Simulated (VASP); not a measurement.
# In3As (Pm-3m) in VASP: single point with RPBE+D3(BJ)

Aim: the single point of In3As with RPBE+D3(BJ).

Everything below comes from runs of VASP 6.6.1. Logs are shortened: lines on timing, memory, paths and dates and some standing lists are left out, and cuts for length are marked.

### 1 The cell of the first run

It takes space group Pm-3m (No. 221, cubic). The conventional cell has a = 4.244 Å, b = 4.244 Å, c = 4.244 Å, α = 90.00°, β = 90.00°, γ = 90.00°. Within 4.0 Å of In (site symmetry 4/mmm) lie 8 In at 3.00 Å and 4 As at 3.00 Å. As (site symmetry m-3m) has 12 In at 3.00 Å within 4.0 Å.

### 2 Single point, RPBE+D3(BJ)

INCAR

```
SYSTEM = In3As
ALGO     = Normal         ! electronic algorithm
EDIFF    = 1E-7           ! SCF threshold, eV
ENCUT    = 520            ! plane-wave cutoff, eV
GGA      = RP             ! functional
ISIF     = 2              ! what is computed and relaxed
ISMEAR   = 0              ! smearing method
IVDW     = 12             ! dispersion correction
LASPH    = .True.         ! aspherical terms in the spheres
LCHARG   = .True.         ! write CHGCAR
LELF     = .True.         ! ELF
LREAL    = .False.        ! projectors in reciprocal space
LVHAR    = .True.       
LWAVE    = .False.        ! write WAVECAR
NBANDS   = 30             ! bands
NELM     = 80             ! most SCF steps
PREC     = Accurate       ! precision mode
SIGMA    = 0.01           ! smearing width, eV
```

KPOINTS

```
k-points
0
Gamma
  5 5 5
  0 0 0
```

POSCAR

```
In3As
1.0
    4.2435421031      0.0000000000      0.0000000000
    0.0000000000      4.2435421031      0.0000000000
    0.0000000000      0.0000000000      4.2435421031
In As
3 1
Direct
    0.0000000000      0.5000000000      0.5000000000
    0.5000000000      0.0000000000      0.5000000000
    0.5000000000      0.5000000000      0.0000000000
    0.0000000000      0.0000000000      0.0000000000
```

Potentials or basis: VASP PAW PBE potentials, release 64 (In_d, As).

The run is started by

```
$ cat potpaw_PBE.64/In_d/POTCAR potpaw_PBE.64/As/POTCAR > POTCAR
$ mpirun -np 1 vasp_std > vasp.out
```

OUTCAR:

```text
SYSTEM = In3As
   EDIFF = 1E-7
   ENCUT = 520
   GGA = RP
   ISIF = 2
   ISMEAR = 0
   IVDW = 12
   LASPH = .True.
   LREAL = .False.
   NELM = 80
   PREC = Accurate
 IVDW          = 12

 ion  position               nearest neighbor table
   1  0.000  0.500  0.500-   2 3.00   3 3.00   4 3.00   3 3.00   4 3.00   2 3.00   4 3.00   4 3.00
                             2 3.00   3 3.00   3 3.00   2 3.00
   2  0.500  0.000  0.500-   1 3.00   3 3.00   4 3.00   3 3.00   4 3.00   1 3.00   3 3.00   3 3.00
                             1 3.00   4 3.00   4 3.00   1 3.00
   3  0.500  0.500  0.000-   1 3.00   2 3.00   4 3.00   1 3.00   2 3.00   2 3.00   4 3.00   2 3.00
                             1 3.00   4 3.00   1 3.00   4 3.00
   4  0.000  0.000  0.000-   1 3.00   2 3.00   3 3.00   1 3.00   2 3.00   1 3.00   3 3.00   1 3.00
                             2 3.00   3 3.00   2 3.00   3 3.00

  LATTYP: Found a simple cubic cell.
 ALAT       =     4.2435421031

  Lattice vectors:

 A1 = (   4.2435421031,   0.0000000000,   0.0000000000)
 A2 = (   0.0000000000,   4.2435421031,   0.0000000000)
 A3 = (   0.0000000000,   0.0000000000,   4.2435421031)

Analysis of symmetry for initial positions (statically):
=====================================================================
 Subroutine PRICEL returns:
 Original cell was already a primitive cell.

 Routine SETGRP: Setting up the symmetry group for a
 simple cubic supercell.

 Subroutine GETGRP returns: Found 48 space group operations
 (whereof 48 operations were pure point group operations)
 out of a pool of 48 trial point group operations.

The static configuration has the point symmetry O_h .

Analysis of symmetry for dynamics (positions and initial velocities):
=====================================================================
 Subroutine PRICEL returns:
 Original cell was already a primitive cell.

 Routine SETGRP: Setting up the symmetry group for a
 simple cubic supercell.

 Subroutine GETGRP returns: Found 48 space group operations
 (whereof 48 operations were pure point group operations)
 out of a pool of 48 trial point group operations.

The dynamic configuration has the point symmetry O_h .

 Subroutine INISYM returns: Found 48 space group operations
 (whereof 48 operations are pure point group operations),
 and found     1 'primitive' translations

----------------------------------------------------------------------------------------

                                     Primitive cell

  volume of cell :      76.4162
[... 78 lines left out ...]
   EDIFF  = 0.1E-06   stopping-criterion for ELM
   LREAL  =      F    real-space projection
   EDIFFG = 0.1E-05   stopping-criterion for IOM
   NSW    =      0    number of steps for IOM
   IBRION =     -1    ionic relax: 0-MD 1-quasi-New 2-CG
   NFREE  =      0    steps in history (QN), initial steepest desc. (CG)
   ISIF   =      2    stress and relaxation
   ISYM   =      2    0-nonsym 1-usesym 2-fastsym
   POTIM  = 0.5000    time-step for ionic-motion
   TEBEG  =    0.0;   TEEND  =   0.0 temperature during run
   PSTRESS=    0.0 pullay stress
   NELECT =      44.0000    total number of electrons
   NUPDOWN=      -1.0000    fix difference up-down
   EMIN   =  10.00;   EMAX   =-10.00  energy-range for DOS
   EFERMI =   0.00;   METHOD = LEGACY
   ISMEAR =     0;   SIGMA  =   0.01  broadening in eV -4-tet -1-fermi 0-gaus
   EFERMI_NEDOS =   21; number of points for ismear=-14 and -15
   IALGO  =     38    algorithm
   IMIX   =      4    mixing-type and parameters
     AMIX     =   0.40;   BMIX     =  1.00
     AMIX_MAG =   1.60;   BMIX_MAG =  1.00
  volume/ion in A,a.u.               =      19.10       128.92
  Fermi-wavevector in a.u.,A,eV,Ry     =   1.361958  2.573728 25.237868  1.854931
  Thomas-Fermi vector in A             =   2.488490
   LORBIT       =      0    0 simple, 1 ext, 2 COOP (PROOUT), +10 PAW based schemes
   GGA     = RP    functional components
   LHFCALC =     F    Hartree Fock is set to
   AEXX    =    0.0000 exact exchange contribution
   IVDW    =    12    specifies the selected vdW correction
   LEPSILON=     F    determine dielectric tensor
   LRPA    =     F    only Hartree local field effects (RPA)
 non-spin polarized calculation
 Gauss-broadening in eV      SIGMA  =   0.01
  energy-cutoff  :      520.00
  volume of cell :       76.42
 maximum number of plane-waves:      2103
 NGX is ok and might be reduce to    32
   NGX = 15   NGY = 15   NGZ = 15

 number of electron      44.0000046 magnetization

 Free energy of the ion-electron system (eV)
  ---------------------------------------------------
  ext. energy  EPLUGINS =         0.00000000
  ---------------------------------------------------
  free energy    TOTEN  =        -8.46633488 eV

  energy without entropy =       -8.46544990  energy(sigma->0) =       -8.46589239

 E-fermi :  10.7695     XC(G=0): -11.4820

 val. band max:       10.7580209348   @ k =   0.4000   0.2000   0.0000
 cond. band min:      10.7772323263   @ k =   0.4000   0.2000   0.0000
 fundamental gap:      0.0192113915
 Fermi energy:        10.7694675386

 k-point     1 :       0.0000    0.0000    0.0000
  band No.  band energies     occupation
      1      -5.1022      2.00000
      2      -4.9918      2.00000
      3      -4.9918      2.00000
      4      -4.9918      2.00000
      5      -4.7089      2.00000
      6      -4.7089      2.00000
[... 319 lines left out ...]
     29      20.7547      0.00000
     30      20.8006      0.00000

------------------------ aborting loop because EDIFF is reached ----------------------------------------

 Edisp (eV)  -11.34614

 E8    (eV) :    -8.0137

  FORCE on cell =-STRESS in cart. coord.  units (eV):
  Direction    XX          YY          ZZ          XY          YZ          ZX
  --------------------------------------------------------------------------------------
  -------------------------------------------------------------------------------------
  Total      -0.60685    -0.60685    -0.60685     0.00000     0.00000    -0.00000
  in kB     -12.72360   -12.72360   -12.72360     0.00000     0.00000    -0.00000
  external pressure =      -12.72 kB  Pullay stress =        0.00 kB

 VOLUME and BASIS-vectors are now :
 -----------------------------------------------------------------------------
  energy-cutoff  :      520.00
  volume of cell :       76.42
      direct lattice vectors                 reciprocal lattice vectors
     4.243542103  0.000000000  0.000000000     0.235652192  0.000000000  0.000000000
     0.000000000  4.243542103  0.000000000     0.000000000  0.235652192  0.000000000
     0.000000000  0.000000000  4.243542103     0.000000000  0.000000000  0.235652192

 POSITION                                       TOTAL-FORCE (eV/Angst)
 -----------------------------------------------------------------------------------
      0.00000      2.12177      2.12177         0.000000      0.000000      0.000000
      2.12177      0.00000      2.12177         0.000000      0.000000      0.000000
      2.12177      2.12177      0.00000         0.000000      0.000000      0.000000
      0.00000      0.00000      0.00000         0.000000      0.000000      0.000000
 -----------------------------------------------------------------------------------
    total drift:                                0.000000     -0.000000     -0.000000

  FREE ENERGIE OF THE ION-ELECTRON SYSTEM (eV)
  ---------------------------------------------------
  free  energy   TOTEN  =       -19.8124778277 eV

  energy  without entropy=      -19.8115928526  energy(sigma->0) =      -19.81203534
```

OSZICAR:

```text
N       E                     dE             d eps       ncg     rms          rms(c)
DAV:   1     0.411544569479E+03    0.41154E+03   -0.21471E+04   600   0.213E+03
DAV:   2     0.301868319818E+02   -0.38136E+03   -0.37386E+03   606   0.467E+02
DAV:   3    -0.718936920178E+01   -0.37376E+02   -0.36450E+02   708   0.164E+02
DAV:   4    -0.866632479458E+01   -0.14770E+01   -0.14710E+01   710   0.349E+01
DAV:   5    -0.872765666136E+01   -0.61332E-01   -0.61327E-01   898   0.560E+00    0.768E+00
DAV:   6    -0.849495339605E+01    0.23270E+00   -0.60600E-01   780   0.917E+00    0.426E+00
DAV:   7    -0.847114006096E+01    0.23813E-01   -0.96000E-02   864   0.295E+00    0.116E+00
DAV:   8    -0.846655868357E+01    0.45814E-02   -0.75491E-03   742   0.644E-01    0.323E-01
DAV:   9    -0.846634478489E+01    0.21390E-03   -0.16189E-03   788   0.287E-01    0.131E-01
DAV:  10    -0.846634158420E+01    0.32007E-05   -0.90036E-05   806   0.883E-02    0.699E-02
DAV:  11    -0.846633834976E+01    0.32344E-05   -0.10545E-05   762   0.260E-02    0.933E-03
DAV:  12    -0.846633505774E+01    0.32920E-05   -0.11350E-06   850   0.981E-03    0.515E-03
DAV:  13    -0.846633487579E+01    0.18195E-06   -0.33481E-08   402   0.140E-03    0.429E-03
DAV:  14    -0.846633487558E+01    0.20646E-09   -0.12435E-07   504   0.215E-03
   1 F= -.19812478E+02 E0= -.19812035E+02  d E =-.884975E-03
```

stdout:

```text
POSCAR found type information on POSCAR InAs
 POSCAR found :  2 types and       4 ions
 scaLAPACK will be used
 -----------------------------------------------------------------------------
|                                                                             |
|                                                                             |
|     You enforced a specific xc type in the INCAR file but a different       |
|     I HOPE YOU KNOW WHAT YOU ARE DOING!                                     |
|                                                                             |
 -----------------------------------------------------------------------------

 LDA part: xc-table for (Slater+PW92), standard interpolation
 POSCAR, INCAR and KPOINTS ok, starting setup
 FFT: planning ... GRIDC
 FFT: planning ... GRID_SOFT
 FFT: planning ... GRID
 WAVECAR not read
 entering main loop
```

It took 14 s on 1 thread of Intel Xeon 6975P-C (Granite Rapids), shared host; peak memory 0.18 GiB.

Results:

```yaml
Free_energy: -19.8125 eV
Pressure: -1.3 GPa
Band_gap_on_the_k_mesh: zero (bands 22 and 23 overlap by 3.16 eV)
Dispersion_energy_per_atom: -2.837 eV
```

Caveat: the PAW data sets were made with another functional, which shifts forces and pressure a little; spin-orbit coupling is left out, which moves the levels of the heavy elements.
